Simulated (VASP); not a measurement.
Ca2CdN2:

```xyz
5
Lattice="3.9842 0.0000 0.0000 -1.9921 3.4504 0.0000 0.0000 0.0000 6.7643" Properties=species:S:1:pos:R:3 pbc="T T T"
Ca    0.0000    2.3003    4.1939
Ca    1.9921    1.1501    2.5704
Cd    0.0000    0.0000    0.0000
N     0.0000    2.3003    1.7587
N     1.9921    1.1501    5.0056
```

| Quantity | Value |
| --- | --- |
| Program | VASP 6.6.1 |
| Task | relaxation of cell and atoms |
| Functional | PBE |
| Potentials or basis | VASP PAW PBE potentials, release 64 (Ca_sv, Cd, N) |
| Cutoff | 600 eV |
| k mesh | 6 × 6 × 4 |
| Occupations | gaussian, width 0.1 eV |
| Spin | no spin polarisation |

At the start: pressure -4.6 GPa; volume 18.60 Å³/atom.

Problem. Where does the relaxation end?

Solution. Over 11 steps the energy falls by 281.8 meV/atom and the volume is 16.78 Å³/atom (-9.8 %); space group P-3m1 (No. 164, to 0.05 Å).

The path:
```
step  energy change (eV)  largest force (eV/Å)  pressure (GPa)  volume (Å³)
   1              0.0000                3.1907           -4.58        92.99
   2             -0.8958                1.8321            0.30        86.00
   3             -1.0727                0.9835            6.66        80.61
   4             -1.0805                0.8807            5.46        81.46
   5             -1.3204                0.4551           -0.59        86.82
   6             -1.3272                0.3968           -1.63        87.99
   7             -1.3679                0.3393           -0.76        86.33
   8             -1.3970                0.1996            1.36        83.12
   9             -1.4050                0.1223           -0.57        84.18
  10             -1.4084                0.0535            0.09        83.80
  11             -1.4088                0.0283           -0.01        83.91
```

Final structure:
```
Ca Cd N
1.0
     4.01799    0.00000    0.00000
    -2.00900    3.47968    0.00000
     0.00000    0.00000    6.00135
Ca Cd N
2 1 2
Cartesian
  0.0000 2.3198 4.1183
  2.0090 1.1599 1.8831
  0.0000 0.0000 6.0014
  0.0000 2.3198 1.4370
  2.0090 1.1599 4.5643
```
